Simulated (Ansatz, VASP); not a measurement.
**One calculation of NaCl, two programs**

```xyz
2
Lattice="0.0000 2.9450 3.0583 2.9450 0.0000 3.0583 2.9450 2.9450 0.0000" Properties=species:S:1:pos:R:3 pbc="T T T"
Na    0.0000    0.0000    0.0000
Cl    2.9450    2.9450    3.0583
```

Change from the starting cell: strain +0.040 along x and y, +0.080 along z, atoms carried along.

Alike in both runs: task single point; functional PBEsol; k mesh 8 × 8 × 8; occupations gaussian, width 0.05 eV; no spin polarisation.

|  | VASP | Ansatz |
| --- | --- | --- |
| version | VASP 6.6.1 | Ansatz 0.2.0 |
| potentials or method | VASP PAW PBE potentials, release 64 (Na_pv, Cl), cutoff 520 eV | scalar-relativistic, plane waves, PAW |
| valence electrons in the cell | 14 | 16 |

|  | VASP | Ansatz | Ansatz less VASP |
| --- | --- | --- | --- |
| gap on the k mesh at the Fermi level (eV) | 4.38 | 4.38 | +0.002 |
| least direct gap on the mesh (eV) | 4.38 | 4.38 | +0.002 |
| pressure (GPa) | -3.1 | -3.1 | +0.02 |
| traceless stress, the component that is largest in VASP (GPa) | -0.23 | -0.22 | +0.008 |

VASP's potentials were made for PBE, not for PBEsol. VASP's potentials hold 14 valence electrons a cell and Ansatz's 16, so a difference there can come from the potentials and not from the codes.
